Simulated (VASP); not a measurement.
Set up this calculation in VASP 6.6.1, as the native input.

| Quantity | Value |
| --- | --- |
| Task | single point |
| Functional | PBE |
| Potentials or basis | VASP PAW PBE potentials, release 64 (K_sv, Ta_pv, O) |
| Cutoff | 520 eV |
| k mesh | 8 × 8 × 8 |
| Occupations | gaussian, width 0.05 eV |
| Spin | no spin polarisation |
| Dipole correction | no |
| Further INCAR settings | ALGO = Normal; EDIFF = 1e-06; NBANDS = 27 |

The structure of KTaO3 lies in POSCAR:

```
KTaO3
1.0
    3.7431111446      0.0000000000      0.0000000000
    0.0000000000      3.8368901657      0.0000000000
    0.0000000000      0.0000000000      4.0248506931
K Ta O
1 1 3
Direct
    0.5000000000      0.5000000000      0.5000000000
    0.0000000000      0.0000000000      0.0000000000
    0.5000000000      0.0000000000      0.0000000000
    0.0000000000      0.5000000000      0.0000000000
    0.0000000000      0.0000000000      0.5000000000
```

This cell differs from its parent crystal: normal strain along x -0.0700, normal strain along y -0.0467.

These files were run (other wordings do the same):

INCAR

```
SYSTEM = KTaO3
PREC = Accurate
ENCUT = 520
EDIFF = 1E-6
ISMEAR = 0
SIGMA = 0.05
LREAL = .FALSE.
LASPH = .TRUE.
NELM = 100
ALGO = Normal
ISIF = 2
LWAVE = .FALSE.
LCHARG = .FALSE.
GGA = PE
NBANDS = 27
```

KPOINTS

```
Automatic mesh
0
G
  8 8 8
  0 0 0
```

Potentials or basis: VASP PAW PBE potentials, release 64 (K_sv, Ta_pv, O).

Run with:

```bash
$ cat potpaw_PBE.64/K_sv/POTCAR potpaw_PBE.64/Ta_pv/POTCAR potpaw_PBE.64/O/POTCAR > POTCAR
$ mpirun -np 1 vasp_std > vasp.out
```

It gave:

```
Pressure               : 32.7 GPa
Band gap on the k mesh : 2.26 eV, indirect (least direct gap 2.75 eV)
```

Caveat: the cell differs from its parent crystal (normal strain along x -0.0700, normal strain along y -0.0467); spin-orbit coupling is left out, which moves the levels of the heavy elements.

Wall time 110 s on 1 thread of AMD EPYC 9R14 (Zen 4) (shared host), peak memory 0.27 GiB.
